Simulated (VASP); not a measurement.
Li4Nb4O11 (a cell with a defect): single point with PBE

Li4Nb4O11 (a cell with a defect):

```xyz
19
Lattice="5.2231 0.0000 0.0000 0.0000 3.0156 -4.5985 0.0000 6.0311 4.5985" Properties=species:S:1:pos:R:3 pbc="T T T"
Li    0.0000    3.0156   -1.1496
Li    2.6116    4.5233    3.4488
Li    0.0000    6.0311    1.1496
Li    2.6116    1.5078    1.1496
Nb    2.6116    4.5233    0.0000
Nb    0.0000    0.0000    0.0000
Nb    0.0000    3.0156    2.2992
Nb    2.6116    1.5078   -2.2992
O     4.5981    1.5078    1.1496
O     1.9865    6.0311    1.1496
O     4.2299    7.7515    1.1496
O     4.2299    4.3108    1.1496
O     1.6183    2.8030   -3.4488
O     0.6251    4.5233    3.4488
O     3.2366    3.0156   -1.1496
O     3.6048    5.8185   -1.1496
O     0.9932    1.2952   -1.1496
O     0.9932    4.7359   -1.1496
O     3.6048    6.2437    3.4488
```

- Program: VASP 6.6.1
- Task: single point
- Functional: PBE
- Potentials or basis: VASP PAW PBE potentials, release 64 (Li_sv, Nb_sv, O)
- Cutoff: 520 eV
- k mesh: 4 × 4 × 4
- Occupations: gaussian, width 0.05 eV
- Spin: no spin polarisation

```
Largest force : 4.704 eV/Å
```

Forces on the atoms (eV/Å):
```
Li  -0.222 -0.411 -0.566
Li   0.174  0.606  0.577
Li  -0.093  0.480  0.236
Li   0.481 -1.258 -0.268
Nb   2.469  2.940 -2.719
Nb  -0.159 -0.256 -0.039
Nb  -3.643 -0.583  2.863
Nb   0.232 -0.114 -0.135
O    0.769  1.817  0.887
O   -0.004 -2.230 -0.926
O   -0.143  0.115 -0.084
O   -0.111 -0.796 -0.046
O   -0.006  0.109  0.076
O    0.232 -1.740 -1.721
O   -0.685  1.305  1.847
O    0.163 -0.444 -0.134
O    0.105  0.190  0.304
O    0.374  0.147 -0.118
O    0.067  0.125 -0.036
```

Levels at points of the mesh, in eV from the Fermi level:
| k point | band 61 | band 62 | band 63 | band 64 | band 65 | band 66 | band 67 | band 68 |
| --- | --- | --- | --- | --- | --- | --- | --- | --- |
| (0.00, 0.00, 0.00) | -0.91 | -0.45 | -0.40 | -0.32 | 0.26 | 0.96 | 1.57 | 1.73 |
| (0.50, 0.00, 0.00) | -1.01 | -0.82 | -0.39 | -0.32 | 1.25 | 1.56 | 1.81 | 2.10 |
| (0.00, 0.50, 0.00) | -1.04 | -0.92 | -0.42 | -0.38 | 1.23 | 1.61 | 1.82 | 2.22 |
| (0.50, 0.50, 0.00) | -1.02 | -0.93 | -0.84 | -0.83 | 0.65 | 1.22 | 1.55 | 1.65 |
| (0.00, 0.00, 0.50) | -0.94 | -0.43 | -0.35 | -0.27 | 0.22 | 0.97 | 2.18 | 2.36 |
| (0.50, 0.00, 0.50) | -0.76 | -0.68 | -0.39 | -0.31 | 1.11 | 1.81 | 1.98 | 2.26 |
| (0.00, 0.50, 0.50) | -0.82 | -0.74 | -0.41 | -0.37 | 1.08 | 1.77 | 2.10 | 2.36 |
| (0.50, 0.50, 0.50) | -0.98 | -0.95 | -0.91 | -0.81 | 0.67 | 1.21 | 2.16 | 2.29 |

It took 38 min on 1 thread of Intel Xeon 8259CL, with other jobs on the host, peak memory 0.53 GiB.

Caveat: the cell carries a net charge on a neutralising background, which shifts energy and pressure; the cell is charged against a uniform background, so pressure and absolute levels hang on convention.
